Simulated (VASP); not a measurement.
Write the native input for VASP 6.6.1 that does the following.

```
Task                   : single point
Functional             : PBEsol
Potentials or basis    : VASP PAW PBE potentials, release 64 (Pb_d)
Cutoff                 : 520 eV
k mesh                 : 8 × 8 × 8
Occupations            : fermi-dirac, width 0.136057 eV
Spin                   : no spin polarisation
Dipole correction      : no
Further INCAR settings : ALGO = Normal; EDIFF = 1e-06; NBANDS = 21
```

The structure of Pb lies in POSCAR:

```
Pb
1.0
    0.0000000000      3.4524172655      3.4524172655
    3.4524172655      0.0000000000      3.4524172655
    3.4524172655      3.4524172655      0.0000000000
Pb
2
Direct
    0.0000000000      0.0000000000      0.0000000000
    0.2500000000      0.2500000000      0.2500000000
```

These files were run (other wordings do the same):

INCAR

```
ALGO = Normal
EDIFF = 1E-6
ENCUT = 520
GGA = PS
ISIF = 2
ISMEAR = -1
LASPH = True
LCHARG = False
LREAL = False
LWAVE = False
NBANDS = 21
NELM = 80
PREC = Accurate
SIGMA = 0.13605693000000002
```

KPOINTS

```
k-points
0
Gamma
  8 8 8
```

Potentials or basis: VASP PAW PBE potentials, release 64 (Pb_d).

Run with:

```bash
$ cat potpaw_PBE.64/Pb_d/POTCAR > POTCAR
$ mpirun -np 1 vasp_std > vasp.out
```

It gave:

```json
{
 "Pressure": "0.1 GPa",
 "Band gap on the k mesh": "zero (band 14 reaches 4.46 eV, above the bottom of band 15 at 3.33 eV)"
}
```

Caveat: the PAW data sets were made with another functional, which shifts forces and pressure a little; spin-orbit coupling is left out, which moves the levels of the heavy elements.

Wall time 54 s on 1 thread of Intel Xeon 8259CL (shared host), peak memory 0.22 GiB.
